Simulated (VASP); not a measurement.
# VN (Fm-3m) in VASP: a series of runs, part 2 of 2

VASP 6.6.1. The steps go on from the part before.

## 3. Single point, PBE

This run uses another cell than the first one, of 10.00 Å³/atom, 1.140 times its volume.

INCAR reads:

```
SYSTEM = VN
ALGO = Normal
EDIFF = 1E-6
ENCUT = 600
GGA = PE
GGA_COMPAT = .FALSE.
ISIF = 2
ISMEAR = 1
LASPH = .TRUE.
LCHARG = .TRUE.
LELF = .TRUE.
LREAL = .FALSE.
LVHAR = .TRUE.
LWAVE = .FALSE.
NBANDS = 16
NELM = 120
PREC = Accurate
SIGMA = 0.27211386245988
```

KPOINTS reads:

```
k-points
0
G
  6 6 6
  0 0 0
```

POSCAR reads:

```
VN
1.0
    0.0000000000      2.1545415365      2.1545415365
    2.1545415365      0.0000000000      2.1545415365
    2.1545415365      2.1545415365      0.0000000000
V N
1 1
Direct
    0.0000000000      0.0000000000      0.0000000000
    0.5000000000      0.5000000000      0.5000000000
```

Potentials or basis: VASP PAW PBE potentials, release 64 (V_sv, N).

The run is started by

```
> cat potpaw_PBE.64/V_sv/POTCAR potpaw_PBE.64/N/POTCAR > POTCAR
> mpirun -np 1 vasp_std > vasp.out
```

OUTCAR:

```text
SYSTEM = VN
   EDIFF = 1E-6
   ENCUT = 600
   GGA = PE
   ISIF = 2
   ISMEAR = 1
   LASPH = .TRUE.
   LREAL = .FALSE.
   NELM = 120
   PREC = Accurate

 ion  position               nearest neighbor table
   1  0.000  0.000  0.000-   2 2.15   2 2.15   2 2.15   2 2.15   2 2.15   2 2.15
   2  0.500  0.500  0.500-   1 2.15   1 2.15   1 2.15   1 2.15   1 2.15   1 2.15

  LATTYP: Found a face centered cubic cell.
 ALAT       =     4.3090830730

  Lattice vectors:

 A1 = (   0.0000000000,   2.1545415365,   2.1545415365)
 A2 = (   2.1545415365,   0.0000000000,   2.1545415365)
 A3 = (   2.1545415365,   2.1545415365,   0.0000000000)

Analysis of symmetry for initial positions (statically):
=====================================================================
 Subroutine PRICEL returns:
 Original cell was already a primitive cell.

 Routine SETGRP: Setting up the symmetry group for a
 face centered cubic supercell.

 Subroutine GETGRP returns: Found 48 space group operations
 (whereof 48 operations were pure point group operations)
 out of a pool of 48 trial point group operations.

The static configuration has the point symmetry O_h .

[... 149 lines left out ...]
  energy without entropy =      -18.98632109  energy(sigma->0) =      -18.99245191

 E-fermi :  10.0643     XC(G=0): -12.8405

 val. band max:       10.0454901827   @ k =   0.3333   0.0000   0.0000
 cond. band min:      10.0734508450   @ k =  -0.3333   0.3333   0.1667
 fundamental gap:      0.0279606623
 Fermi energy:        10.0643130961

 k-point     1 :       0.0000    0.0000    0.0000
  band No.  band energies     occupation
      1     -55.3842      2.00000
      2     -29.0735      2.00000
      3     -29.0735      2.00000
      4     -29.0735      2.00000
      5      -6.9133      2.00000
      6       8.0745      2.00000
[... 281 lines left out ...]
      3     -29.2120      2.00000
      4     -29.1777      2.00000
      5      -5.0496      2.00000
      6       4.1669      2.00000
[... 8 lines left out ...]
     15      21.0903      0.00000
     16      21.6965      0.00000

------------------------ aborting loop because EDIFF is reached ----------------------------------------

  FORCE on cell =-STRESS in cart. coord.  units (eV):
  Direction    XX          YY          ZZ          XY          YZ          ZX
  --------------------------------------------------------------------------------------
  -------------------------------------------------------------------------------------
  Total       -3.8925624     -3.8925624     -3.8925624      0.0000000      0.0000000     -0.0000000
  in kB     -311.7823687   -311.7823687   -311.7823687      0.0000000      0.0000000     -0.0000000
  external PRESSURE =    -311.7823687 kB  Pullay stress =       0.0000000 kB

 VOLUME and BASIS-vectors are now :
 -----------------------------------------------------------------------------
  energy-cutoff  :      600.00
  volume of cell :       20.00
      direct lattice vectors                 reciprocal lattice vectors
     0.000000000  2.154541537  2.154541537    -0.232067933  0.232067933  0.232067933
     2.154541537  0.000000000  2.154541537     0.232067933 -0.232067933  0.232067933
     2.154541537  2.154541537  0.000000000     0.232067933  0.232067933 -0.232067933

 POSITION                                       TOTAL-FORCE (eV/Angst)
 -----------------------------------------------------------------------------------
      0.00000      0.00000      0.00000        -0.000000      0.000000     -0.000000
      2.15454      2.15454      2.15454         0.000000     -0.000000      0.000000
 -----------------------------------------------------------------------------------
    total drift:                                0.000000     -0.000000     -0.000000

  FREE ENERGIE OF THE ION-ELECTRON SYSTEM (eV)
  ---------------------------------------------------
  free  energy   TOTEN  =       -18.9955173216 eV

  energy  without entropy=      -18.9863210900  energy(sigma->0) =      -18.99245191
```

stdout:

```text
POSCAR found type information on POSCAR V N
 POSCAR found :  2 types and       2 ions
 scaLAPACK will be used
 LDA part: xc-table for (Slater+PW92), standard interpolation
 POSCAR, INCAR and KPOINTS ok, starting setup
 FFT: planning ... GRIDC
 FFT: planning ... GRID_SOFT
 FFT: planning ... GRID
 WAVECAR not read
 entering main loop
```

It took 12 s on 1 thread of Intel Xeon 8259CL, shared host; peak memory 0.14 GiB.

What came out:

```
Free energy            : -18.9955 eV
Pressure               : -31.2 GPa
Band gap on the k mesh : zero (band 9 reaches 10.50 eV, above the bottom of band 10 at 8.79 eV)
```

Caveat: the k points lie up to 0.42 Å⁻¹ apart; the run has no spin polarisation, though such a crystal can be magnetic.

## 4. Single point, LDA, collinear spin, ferromagnetic start

INCAR reads:

```
SYSTEM = VN
PREC     = Accurate       ! precision mode
ENCUT    = 600            ! plane-wave cutoff, eV
EDIFF    = 1E-6           ! SCF threshold, eV
ISMEAR   = 0              ! smearing method
SIGMA    = 0.1            ! smearing width, eV
LREAL    = .False.        ! projectors in reciprocal space
LASPH    = .True.         ! aspherical terms in the spheres
NELM     = 200            ! most SCF steps
ALGO     = Normal         ! electronic algorithm
ISIF     = 2              ! what is computed and relaxed
LWAVE    = .False.        ! write WAVECAR
LCHARG   = .False.        ! write CHGCAR
ISPIN    = 2              ! spin polarisation
MAGMOM   = 0.3 0          ! initial moments
LORBIT   = 11             ! projections on sites
LMAXMIX  = 4              ! l up to which the mixer works
GGA      = CA             ! functional
NBANDS   = 20             ! bands
GGA_COMPAT= .False.
```

KPOINTS reads:

```
regular mesh
0
Gamma
  4 4 4
  0 0 0
```

POSCAR reads:

```
VN
1.0
    0.0000000000      2.0624650000      2.0624650000
    2.0624650000      0.0000000000      2.0624650000
    2.0624650000      2.0624650000      0.0000000000
V N
1 1
Direct
    0.0000000000      0.0000000000      0.0000000000
    0.5000000000      0.5000000000      0.5000000000
```

Potentials or basis: VASP PAW LDA potentials, release 64 (V_sv, N).

The run is started by

```
> cat potpaw_LDA.64/V_sv/POTCAR potpaw_LDA.64/N/POTCAR > POTCAR
> mpirun -np 1 vasp_std > vasp.out
```

Wall time 14 s (1 thread of Intel Xeon 8259CL, shared host); peak memory 0.14 GiB.

Results (log left out):

```yaml
Free_energy: -21.5007 eV
Pressure: -18.4 GPa
Net_moment: 0.30 μB per cell
Site_moments: V +0.29; N -0.01 μB
Valence_electrons_inside_the_program's_atomic_spheres: V 11.70; N 3.70
```

Levels at points of the mesh, in eV from the Fermi level:
Spin up:
```
           k point  band 6  band 7  band 8  band 9  band 10  band 11  band 12  band 13
(0.00, 0.00, 0.00)   -2.18   -2.18   -2.18   -1.55    -1.55    -1.55    -0.51    -0.51
(0.50, 0.00, 0.00)   -8.85   -6.06   -6.06    0.58     0.58     1.46     4.99     4.99
(0.50, 0.50, 0.00)   -6.59   -3.84   -3.60   -3.60     0.47     1.21     1.21     2.72
```
Spin down:
```tsv
k point	band 6	band 7	band 8	band 9	band 10	band 11	band 12	band 13
(0.00, 0.00, 0.00)	-2.18	-2.18	-2.18	-1.32	-1.32	-1.32	-0.30	-0.30
(0.50, 0.00, 0.00)	-8.79	-5.99	-5.99	0.84	0.84	1.67	5.14	5.14
(0.50, 0.50, 0.00)	-6.55	-3.65	-3.58	-3.58	0.69	1.48	1.48	2.93
```

Caveat: the k points lie up to 0.66 Å⁻¹ apart.

## 5. Single point, PBE, collinear spin, ferromagnetic start

This run uses another cell than the first one, of 8.02 Å³/atom, 0.914 times its volume.

INCAR reads:

```
ALGO = Normal ; EDIFF = 1E-6
ENCUT = 600 ; GGA = PE
GGA_COMPAT = F ; ISIF = 2
ISMEAR = 1 ; ISPIN = 2
ISYM = 0 ; LASPH = T
LCHARG = T ; LELF = T
LMAXMIX = 4 ; LORBIT = 11
LREAL = F ; LVHAR = T
LWAVE = F ; MAGMOM = 0.3 0
NBANDS = 20 ; NELM = 200
PREC = Accurate ; SIGMA = 0.63
```

KPOINTS reads:

```
k-points
0
Gamma
  5 1 3
```

POSCAR reads:

```
VN
1.0
    0.0000000000      2.0015601809      2.0015601809
    2.0015601809      0.0000000000      2.0015601809
    2.0015601809      2.0015601809      0.0000000000
V N
1 1
Direct
    0.0000000000      0.0000000000      0.0000000000
    0.5000000000      0.5000000000      0.5000000000
```

Potentials or basis: VASP PAW PBE potentials, release 64 (V_sv, N).

The run is started by

```
> cat potpaw_PBE.64/V_sv/POTCAR potpaw_PBE.64/N/POTCAR > POTCAR
> mpirun -np 1 vasp_std > vasp.out
```

It took 20 s on 1 thread of Intel Xeon 8259CL, shared host; peak memory 0.15 GiB.

Results (log left out):

- Free energy: -18.1094 eV
- Pressure: 36.1 GPa
- Band gap on the k mesh: zero (filled and empty bands overlap)
- Net moment: 0.00 μB per cell
- Valence electrons inside the program's atomic spheres: V 11.89; N 3.83

Stress tensor (GPa, compression positive):
```
45.09  5.16 49.81
 5.16 18.04 -5.16
49.81 -5.16 45.09
```

Levels at points of the mesh, in eV from the Fermi level:
Spin up:
| k point | band 6 | band 7 | band 8 | band 9 | band 10 | band 11 | band 12 | band 13 |
| --- | --- | --- | --- | --- | --- | --- | --- | --- |
| (0.00, 0.00, 0.00) | -2.09 | -1.95 | -1.81 | -1.47 | -1.44 | -1.18 | -0.30 | 0.04 |
Spin down:
| k point | band 6 | band 7 | band 8 | band 9 | band 10 | band 11 | band 12 | band 13 |
| --- | --- | --- | --- | --- | --- | --- | --- | --- |
| (0.00, 0.00, 0.00) | -2.10 | -1.95 | -1.81 | -1.47 | -1.44 | -1.18 | -0.30 | 0.04 |

Caveat: the k points lie up to 2.72 Å⁻¹ apart. With open d or f shells a metallic result of PBE can be an artefact of self-interaction; +U or a hybrid may open a gap.

## 6. The runs side by side

| level | potentials or basis | spin | cell | k mesh | smearing | gap on the mesh (eV) | pressure (GPa) | moment (μB) |
| --- | --- | --- | --- | --- | --- | --- | --- | --- |
| PBE | VASP PAW PBE potentials, release 64 (V_sv, N) | collinear, ferromagnetic start | a = 2.917 Å, angles 60.0°, 2 atoms | 1 × 2 × 4 | tetrahedron | none | 19.0 | 0.03 |
| PBE | VASP PAW PBE potentials, release 64 (V_sv, N) | off | a = 3.047 Å, angles 60.0°, 2 atoms | 6 × 6 × 6 | methfessel-paxton 0.272114 eV | none | -31.2 | - |
| LDA | VASP PAW LDA potentials, release 64 (V_sv, N) | collinear, ferromagnetic start | a = 2.917 Å, angles 60.0°, 2 atoms | 4 × 4 × 4 | gaussian 0.1 eV | none | -18.4 | 0.30 |
| PBE | VASP PAW PBE potentials, release 64 (V_sv, N) | collinear, ferromagnetic start | a = 2.831 Å, angles 60.0°, 2 atoms | 5 × 1 × 3 | methfessel-paxton 0.63 eV | none | 36.1 | 0.00 |

Alike in all rows: task single point; cutoff (eV) 600.

Caveats: all runs use coarse meshes.

Absolute energies hang on the potentials; compare differences alone.
